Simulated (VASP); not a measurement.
Write the native input for VASP 6.6.1 that does the following.

| Quantity | Value |
| --- | --- |
| Task | relaxation of cell and atoms |
| Functional | r2SCAN |
| Potentials or basis | VASP PAW PBE potentials, release 64 (Si, Mo_sv) |
| Cutoff | 600 eV |
| k mesh | 7 × 7 × 7 |
| Occupations | fermi-dirac, width 0.1 eV |
| Spin | no spin polarisation |
| Dipole correction | no |
| Further INCAR settings | ALGO = Normal; EDIFF = 1e-07; IBRION = 2; EDIFFG = -0.01; NSW = 80; ISIF = 3 |

Crystal: SiMo3.

```
Si Mo
1.0
     4.88900    0.00000    0.00000
     0.00000    4.88900    0.00000
     0.00000    0.00000    4.88900
Si Mo
2 6
Direct
  0.00000 0.00000 0.00000
  0.50000 0.50000 0.50000
  0.25000 0.00000 0.50000
  0.50000 0.75000 0.00000
  0.75000 0.00000 0.50000
  0.50000 0.25000 0.00000
  0.00000 0.50000 0.75000
  0.00000 0.50000 0.25000
```

The input as run:

POSCAR

```
SiMo3
1.0
    4.8890000000      0.0000000000      0.0000000000
    0.0000000000      4.8890000000      0.0000000000
    0.0000000000      0.0000000000      4.8890000000
Si Mo
2 6
Direct
    0.0000000000      0.0000000000      0.0000000000
    0.5000000000      0.5000000000      0.5000000000
    0.2500000000      0.0000000000      0.5000000000
    0.5000000000      0.7500000000      0.0000000000
    0.7500000000      0.0000000000      0.5000000000
    0.5000000000      0.2500000000      0.0000000000
    0.0000000000      0.5000000000      0.7500000000
    0.0000000000      0.5000000000      0.2500000000
```

INCAR.step1

```
  PREC = Accurate
  ENCUT = 600
  ISMEAR = -1
  SIGMA = 0.1
  LREAL = F
  LASPH = T
  NELM = 100
  GGA = PE
  ALGO = Normal
  EDIFF = 1E-4
  LWAVE = T
  LCHARG = F
```

INCAR.step2

```
  PREC = Accurate
  ENCUT = 600
  EDIFF = 1E-7
  ISMEAR = -1
  SIGMA = 0.1
  LREAL = F
  LASPH = T
  NELM = 100
  ALGO = Normal
  ISIF = 3
  LWAVE = F
  LCHARG = F
  METAGGA = R2SCAN
  LMIXTAU = T
  IBRION = 2
  NSW = 80
  EDIFFG = -0.01
  ISTART = 1
```

KPOINTS

```
Automatic mesh
0
Gamma
  7 7 7
```

Potentials or basis: VASP PAW PBE potentials, release 64 (Si, Mo_sv).

Run with:

```bash
$ cat potpaw_PBE.64/Si/POTCAR potpaw_PBE.64/Mo_sv/POTCAR > POTCAR
$ cp INCAR.step1 INCAR
$ mpirun -np 1 vasp_std > vasp.out
$ cp INCAR.step2 INCAR
$ mpirun -np 1 vasp_std > vasp.out
```

Results of the run:

```yaml
Pressure_after_relaxing: 0.1 GPa
Band_gap_on_the_k_mesh: zero (bands 46 and 47 overlap by 2.15 eV)
```

Caveat: the relaxation stopped at its first step, so nothing moved; the PAW data sets were made with another functional, which shifts forces and pressure a little.

Run time: 15 min on 1 thread of Oxide Virtual Turin-like Processor, on a shared host, peak memory 0.29 GiB.
